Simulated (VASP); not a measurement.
Input of a VASP 6.6.1 run:

The input INCAR:

```
SYSTEM = Ta2N
PREC = Accurate
ENCUT = 700
EDIFF = 1E-6
ISMEAR = 0
SIGMA = 0.15
LREAL = .False.
LASPH = .True.
NELM = 120
ALGO = Normal
ISIF = 2
LWAVE = .False.
LCHARG = .False.
NBANDS = 22
GGA_COMPAT = .False.
```

KPOINTS

```
Automatic mesh
0
Gamma
  18 18 10
  0 0 0
```

The input POSCAR:

```
Ta2N
1.0
    3.0073721263      0.0000000000      0.0000000000
   -1.5036860632      2.6044606600      0.0000000000
    0.0000000000      0.0000000000      5.0944883819
Ta N
2 1
Direct
    0.6666666667      0.3333333333      0.7466885012
    0.3333333333      0.6666666667      0.2533114988
    0.0000000000      0.0000000000      0.0000000000
```

Potentials or basis: VASP PAW LDA potentials, release 64 (Ta_sv_GW, N).

Command:

```sh
$ cat potpaw_LDA.64/Ta_sv_GW/POTCAR potpaw_LDA.64/N/POTCAR > POTCAR
$ mpirun -np 1 vasp_std > vasp.out
```

Problem. What does it give for the band gap on the k mesh?

Solution. Zero (an odd number of electrons rules out a gap without spin polarisation).

Problem. What does it give for the largest force?

Solution. 0.418 eV/Å.

Problem. Estimate the pressure.

Solution. -6.5 GPa.

Stress tensor (GPa, compression positive):
```
 -1.17   0.00   0.00
  0.00  -1.17   0.00
  0.00   0.00 -17.02
```

Caveat: the stress differs along the axes, from -17 to -1 GPa; spin-orbit coupling is left out, which moves the levels of the heavy elements.
